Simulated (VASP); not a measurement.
# Rb in VASP: notebook

The runs below take Rb through single point, with PBEsol.

Program: VASP 6.6.1. These are calculated values, not measurements. Logs are shortened: lines on timing, memory, paths and dates and some standing lists are left out, and cuts for length are marked.

## Step 1: The cell of the first run

The cell holds a wire with vacuum, 2 atoms: a = 11.000 Å, b = 9.300 Å, c = 4.979 Å, α = 90.00°, β = 90.00°, γ = 90.00°.

## Step 2: Single point, PBEsol, collinear spin, ferromagnetic start

The input, INCAR:

```
PREC = Accurate ; ENCUT = 520
EDIFF = 1E-6 ; ISMEAR = 0
SIGMA = 0.05 ; LREAL = False
LASPH = True ; NELM = 150
ALGO = Normal ; ISIF = 2
LWAVE = False ; LCHARG = False
ISPIN = 2 ; MAGMOM = 0.5 0.5
LORBIT = 11 ; GGA = PS
NBANDS = 20
```

The input, KPOINTS:

```
regular mesh
0
Gamma
  1 1 8
```

The input, POSCAR:

```
Rb
1.0
   11.0000000000      0.0000000000      0.0000000000
    0.0000000000      9.3000000000      0.0000000000
    0.0000000000      0.0000000000      4.9791983800
Rb
2
Direct
    0.3098106803      0.5000000000      0.0000000000
    0.6901893197      0.5000000000      0.5000000000
```

Potentials or basis: VASP PAW PBE potentials, release 64 (Rb_sv).

On the command line:

```bash
cat potpaw_PBE.64/Rb_sv/POTCAR > POTCAR
mpirun -np 1 vasp_std > vasp.out
```

OUTCAR:

```text
PREC = Accurate
   ENCUT = 520
   EDIFF = 1E-6
   ISMEAR = 0
   LREAL = False
   LASPH = True
   NELM = 150
   ISIF = 2
   ISPIN = 2
   LORBIT = 11
   GGA = PS

 ion  position               nearest neighbor table
   1  0.310  0.500  0.000-   2 4.87   2 4.87
   2  0.690  0.500  0.500-   1 4.87   1 4.87

  LATTYP: Found a simple orthorhombic cell.
 ALAT       =     4.9791983800
 B/A-ratio  =     1.8677705306
 C/A-ratio  =     2.2091909501

  Lattice vectors:

 A1 = (   0.0000000000,   0.0000000000,  -4.9791983800)
 A2 = (   0.0000000000,   9.3000000000,   0.0000000000)
 A3 = (  11.0000000000,   0.0000000000,   0.0000000000)

Analysis of symmetry for initial positions (statically):
=====================================================================
 Subroutine PRICEL returns:
 Original cell was already a primitive cell.

 Routine SETGRP: Setting up the symmetry group for a
 simple orthorhombic supercell.

 Subroutine GETGRP returns: Found  8 space group operations
 (whereof  4 operations were pure point group operations)
 out of a pool of  8 trial point group operations.

The static configuration has the point symmetry C_2v.
 The point group associated with its full space group is D_2h.

Analysis of symmetry for dynamics (positions and initial velocities):
=====================================================================
 Subroutine PRICEL returns:
 Original cell was already a primitive cell.

 Routine SETGRP: Setting up the symmetry group for a
 simple orthorhombic supercell.

 Subroutine GETGRP returns: Found  8 space group operations
 (whereof  4 operations were pure point group operations)
 out of a pool of  8 trial point group operations.

The dynamic configuration has the point symmetry C_2v.
 The point group associated with its full space group is D_2h.

Analysis of structural, dynamic, and magnetic symmetry:
=====================================================================
 Subroutine PRICEL returns:
 Original cell was already a primitive cell.

 Routine SETGRP: Setting up the symmetry group for a
 simple orthorhombic supercell.

 Subroutine GETGRP returns: Found  8 space group operations
 (whereof  4 operations were pure point group operations)
 out of a pool of  8 trial point group operations.

The overall configuration has the point symmetry C_2v.
 The point group associated with its full space group is D_2h.

 Subroutine INISYM returns: Found  8 space group operations
 (whereof  4 operations are pure point group operations),
 and found     1 'primitive' translations
[... 97 lines left out ...]
  Fermi-wavevector in a.u.,A,eV,Ry     =   0.537222  1.015203  3.926747  0.288608
  Thomas-Fermi vector in A             =   1.562899
   LORBIT       =     11    0 simple, 1 ext, 2 COOP (PROOUT), +10 PAW based schemes
   GGA     = PS    functional components
   LHFCALC =     F    Hartree Fock is set to
   AEXX    =    0.0000 exact exchange contribution
   IVDW    =     0    specifies the selected vdW correction
   LEPSILON=     F    determine dielectric tensor
   LRPA    =     F    only Hartree local field effects (RPA)
 spin polarized calculation
 Gauss-broadening in eV      SIGMA  =   0.05
  energy-cutoff  :      520.00
  volume of cell :      509.37
 maximum number of plane-waves:     13833
 NGX is ok and might be reduce to    84
   NGX = 41   NGY = 35   NGZ = 19

 number of electron      18.0000001 magnetization       0.2478819

 Free energy of the ion-electron system (eV)
  ---------------------------------------------------
  ext. energy  EPLUGINS =         0.00000000
  ---------------------------------------------------
  free energy    TOTEN  =        -1.41793676 eV

  energy without entropy =       -1.41430860  energy(sigma->0) =       -1.41612268

 E-fermi :  -1.2218     XC(G=0):  -3.1703

 val. band max:       -1.3540973259   @ k =   0.0000   0.0000   0.0000
 cond. band min:      -1.2213976065   @ k =   0.0000   0.0000   0.1250
 fundamental gap:      0.1326997193
 Fermi energy:        -1.2217635331

 spin component 1

 k-point     1 :       0.0000    0.0000    0.0000
  band No.  band energies     occupation
      1     -30.6890      1.00000
      2     -30.6870      1.00000
      3     -14.7951      1.00000
      4     -14.7930      1.00000
      5     -14.7885      1.00000
      6     -14.7442      1.00000
[... 91 lines left out ...]
      6     -14.7864      1.00000
[... 12 lines left out ...]
     19       1.7952      0.00000
     20       1.7952      0.00000
 Fermi energy:        -1.2217635331

 spin component 2

 k-point     1 :       0.0000    0.0000    0.0000
  band No.  band energies     occupation
      1     -30.6824      1.00000
      2     -30.6803      1.00000
      3     -14.7873      1.00000
      4     -14.7858      1.00000
      5     -14.7790      1.00000
      6     -14.7380      1.00000
[... 104 lines left out ...]
     19       1.8351      0.00000
     20       1.8351      0.00000

------------------------ aborting loop because EDIFF is reached ----------------------------------------

  FORCE on cell =-STRESS in cart. coord.  units (eV):
  Direction    XX          YY          ZZ          XY          YZ          ZX
  --------------------------------------------------------------------------------------
  -------------------------------------------------------------------------------------
  Total       -0.7741866     -0.6005277      0.0363447      0.0000000      0.0000000      0.0000000
  in kB       -2.4351246     -1.8888981      0.1143186      0.0000000      0.0000000      0.0000000
  external PRESSURE =      -1.4032347 kB  Pullay stress =       0.0000000 kB

 VOLUME and BASIS-vectors are now :
 -----------------------------------------------------------------------------
  energy-cutoff  :      520.00
  volume of cell :      509.37
      direct lattice vectors                 reciprocal lattice vectors
    11.000000000  0.000000000  0.000000000     0.090909091  0.000000000  0.000000000
     0.000000000  9.300000000  0.000000000     0.000000000  0.107526882  0.000000000
     0.000000000  0.000000000  4.979198380     0.000000000  0.000000000  0.200835541

 POSITION                                       TOTAL-FORCE (eV/Angst)
 -----------------------------------------------------------------------------------
      3.40792      4.65000      0.00000         0.001189      0.000000      0.000000
      7.59208      4.65000      2.48960        -0.001189      0.000000      0.000000
 -----------------------------------------------------------------------------------
    total drift:                                0.000000      0.000000     -0.000000

  FREE ENERGIE OF THE ION-ELECTRON SYSTEM (eV)
  ---------------------------------------------------
  free  energy   TOTEN  =        -1.4179367648 eV

  energy  without entropy=       -1.4143085952  energy(sigma->0) =       -1.41612268

 total charge

# of ion       s       p       d       tot
------------------------------------------
    1        1.964   5.320   0.003   7.288
    2        1.964   5.320   0.003   7.288
--------------------------------------------------
tot          3.929  10.641   0.007  14.576

 magnetization (x)

# of ion       s       p       d       tot
------------------------------------------
    1        0.005   0.000   0.001   0.007
    2        0.005   0.000   0.001   0.007
--------------------------------------------------
tot          0.010   0.000   0.003   0.013
```

OSZICAR:

```text
N       E                     dE             d eps       ncg     rms          rms(c)
DAV:   1     0.115768670006E+03    0.11577E+03   -0.55650E+03   456   0.556E+02
DAV:   2     0.170703989826E+02   -0.98698E+02   -0.93728E+02   456   0.130E+02
[... 12 lines left out ...]
DAV:  15    -0.141781746376E+01   -0.15284E-03   -0.12815E-04   456   0.188E-02    0.574E-03
DAV:  16    -0.141789416434E+01   -0.76701E-04   -0.82323E-05   360   0.158E-02    0.355E-03
DAV:  17    -0.141791938288E+01   -0.25219E-04   -0.22315E-05   380   0.848E-03    0.256E-03
DAV:  18    -0.141793445528E+01   -0.15072E-04   -0.30232E-05   336   0.732E-03    0.112E-03
DAV:  19    -0.141793637038E+01   -0.19151E-05   -0.31754E-06   404   0.328E-03    0.517E-04
DAV:  20    -0.141793676475E+01   -0.39437E-06   -0.67142E-07   360   0.184E-03
   1 F= -.14179368E+01 E0= -.14161227E+01  d E =-.362817E-02  mag=     0.2479
```

stdout:

```text
POSCAR found type information on POSCAR Rb
 POSCAR found :  1 types and       2 ions
 scaLAPACK will be used
 -----------------------------------------------------------------------------
|                                                                             |
|                                                                             |
|     You enforced a specific xc type in the INCAR file but a different       |
|     I HOPE YOU KNOW WHAT YOU ARE DOING!                                     |
|                                                                             |
 -----------------------------------------------------------------------------

 LDA part: xc-table for (Slater+PW92), standard interpolation
 POSCAR, INCAR and KPOINTS ok, starting setup
 FFT: planning ... GRIDC
 FFT: planning ... GRID_SOFT
 FFT: planning ... GRID
 WAVECAR not read
 entering main loop
```

It took 3.1 min on 1 thread of AMD EPYC 7R43 (Zen 3), shared host; peak memory 0.65 GiB.

What came out:

```
Free energy                                           : -1.4179 eV
Net moment                                            : 0.25 μB per cell
Valence electrons inside the program's atomic spheres : Rb 7.29
```

Caveat: the PAW data sets were made with another functional, which shifts forces and pressure a little.

## Step 3: Single point, PBEsol, collinear spin, ferromagnetic start

This run uses another cell than the first one, of 402.22 Å³/atom, 1.579 times its volume.

The input, INCAR:

```
SYSTEM = Rb
  ALGO = Normal
  EDIFF = 1E-6
  ENCUT = 520
  GGA = PS
  ISIF = 2
  ISMEAR = 0
  ISPIN = 2
  LASPH = .TRUE.
  LCHARG = .FALSE.
  LORBIT = 11
  LREAL = .FALSE.
  LWAVE = .FALSE.
  MAGMOM = 0.5 0.5
  NBANDS = 20
  NELM = 150
  PREC = Accurate
  SIGMA = 0.05
```

The input, KPOINTS:

```
k-points
0
G
  1 1 8
  0 0 0
```

The input, POSCAR:

```
Rb
1.0
   11.0000000000      0.0000000000      0.0000000000
    0.0000000000      9.3000000000      0.0000000000
    0.0000000000      0.0000000000      7.8635972689
Rb
2
Direct
    0.4106409401      0.5000000000      0.0000000000
    0.5893590599      0.5000000000      0.5000000000
```

Potentials or basis: VASP PAW PBE potentials, release 64 (Rb_sv).

On the command line:

```bash
cat potpaw_PBE.64/Rb_sv/POTCAR > POTCAR
mpirun -np 1 vasp_std > vasp.out
```

It took 8.2 min on 1 thread of AMD EPYC 7R43 (Zen 3), shared host; peak memory 0.92 GiB.

Results (log left out):

* Free energy: -1.2287 eV
* Largest force: 0.054 eV/Å
* Net moment: 0.14 μB per cell
* Valence electrons inside the program's atomic spheres: Rb 7.29

Forces in eV/Å, atoms in the order of the input:
```
Rb  -0.054  0.000  0.000
Rb   0.054  0.000  0.000
```

Levels at points of the mesh, in eV from the Fermi level:
Spin up:
| k point | band 6 | band 7 | band 8 | band 9 | band 10 | band 11 | band 12 | band 13 |
| --- | --- | --- | --- | --- | --- | --- | --- | --- |
| (0.00, 0.00, 0.00) | -13.45 | -13.45 | -13.37 | -0.76 | 0.98 | 1.44 | 1.54 | 1.67 |
| (0.00, 0.00, 0.50) | -13.46 | -13.41 | -13.41 | -0.03 | -0.03 | 1.49 | 1.49 | 1.74 |
Spin down:
```
           k point  band 6  band 7  band 8  band 9  band 10  band 11  band 12  band 13
(0.00, 0.00, 0.00)  -13.44  -13.44  -13.37   -0.70     1.03     1.49     1.58     1.70
(0.00, 0.00, 0.50)  -13.45  -13.40  -13.40    0.03     0.03     1.53     1.53     1.80
```

Caveat: the PAW data sets were made with another functional, which shifts forces and pressure a little.
